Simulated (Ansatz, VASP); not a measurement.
# Two plane-wave programs on C17O

```xyz
18
Lattice="4.9299 0.0000 0.0000 -0.0082 4.4133 0.0000 0.0000 0.0000 23.6650" Properties=species:S:1:pos:R:3 pbc="T T T"
C     1.8405    3.2682    4.0000
C     4.3055    3.2682    4.0000
C     0.6081    2.8095    4.5440
C     3.0730    2.8095    4.5440
C     0.6081    1.8938    5.6333
C     3.0730    1.8938    5.6333
C     1.8405    1.4350    6.1773
C     4.3055    1.4350    6.1773
C     1.8406    0.4972    7.2667
C     4.3055    0.4972    7.2667
C     0.6081    0.0322    7.7858
C     3.0731    0.0322    7.7858
C     0.6000    3.4470    8.8699
C     3.0649    3.4470    8.8699
C     1.8324    3.0129    9.3150
C     4.2974    3.0129    9.3150
C     1.8324    3.0129   13.6650
O     1.8324    3.0129   12.5150
```

Alike in both runs: task single point; functional PBE; dispersion D3(BJ); k mesh 6 × 6 × 1; occupations gaussian, width 0.05 eV; no spin polarisation.

```csv
,VASP,Ansatz
version,VASP 6.6.1,Ansatz 0.2.0
potentials or method,"VASP PAW PBE potentials, release 64 (C, O), cutoff 520 eV","scalar-relativistic, plane waves, PAW"
valence electrons in the cell,74,74
```

```tsv
	VASP	Ansatz	Ansatz less VASP
gap on the k mesh at the Fermi level (eV)	none	none	-
rms of the force components (eV/Å)	0.739	0.791	+0.0518
```

A gap of «none» marks a metal or a gap that the smearing closes.

Noted on VASP's run: the standard files for N, O and F lose accuracy on very short bonds.
